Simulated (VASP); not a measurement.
# TiO2: single point with r2SCAN

The system is TiO2.

```xyz
6
Lattice="4.5964 0.0000 0.0000 0.0000 4.5964 0.0000 0.0000 0.0000 2.9541" Properties=species:S:1:pos:R:3 pbc="T T T"
Ti    2.2982    2.2982    0.0000
Ti    0.0000    0.0000    1.4770
O     3.1962    3.1962    1.4770
O     3.6985    0.8980    0.0000
O     0.8980    3.6985    0.0000
O     1.4003    1.4003    1.4770
```

```
Program                : VASP 6.6.1
Task                   : single point
Functional             : r2SCAN
Potentials or basis    : VASP PAW PBE potentials, release 64 (Ti_sv, O)
Cutoff                 : 520 eV
k mesh                 : 6 × 6 × 10
Occupations            : gaussian, width 0.02 eV
Spin                   : no spin polarisation
Dipole correction      : no
Further INCAR settings : ALGO = Normal; EDIFF = 1e-07; NBANDS = 33
```

* Pressure: 1.3 GPa
* Largest force: 0.037 eV/Å
* Band gap on the k mesh: 2.23 eV

Forces in eV/Å, atoms in the order of the input:
```
Ti   0.000  0.000  0.000
Ti   0.000  0.000  0.000
O    0.026  0.026  0.000
O   -0.026  0.026  0.000
O    0.026 -0.026  0.000
O   -0.026 -0.026  0.000
```

Stress tensor (GPa, compression positive):
```
1.04 0.00 0.00
0.00 1.04 0.00
0.00 0.00 1.69
```

Levels at points of the mesh, in eV from the valence-band top:
```csv
k point,band 22,band 23,band 24,band 25,band 26,band 27
"(0.00, 0.00, 0.00)",-0.49,-0.49,0.00,2.23,2.55,2.79
"(0.50, 0.00, 0.00)",-1.70,-0.77,-0.77,2.92,2.92,3.41
"(0.50, 0.50, 0.00)",-1.38,-1.13,-1.13,2.27,2.27,2.90
"(0.00, 0.00, 0.50)",-2.40,-1.48,-1.48,3.33,3.33,3.59
"(0.50, 0.00, 0.50)",-2.08,-1.09,-1.09,2.29,2.29,3.62
"(0.50, 0.50, 0.50)",-1.32,-0.72,-0.72,2.97,2.97,3.60
```

Run time: 2.8 min on 1 thread of Intel(R) Xeon(R) 6975P-C (Granite Rapids), on a shared host, peak memory 0.24 GiB.

Caveat: the PAW data sets were made with another functional, which shifts forces and pressure a little. A k mesh can miss the band edges.
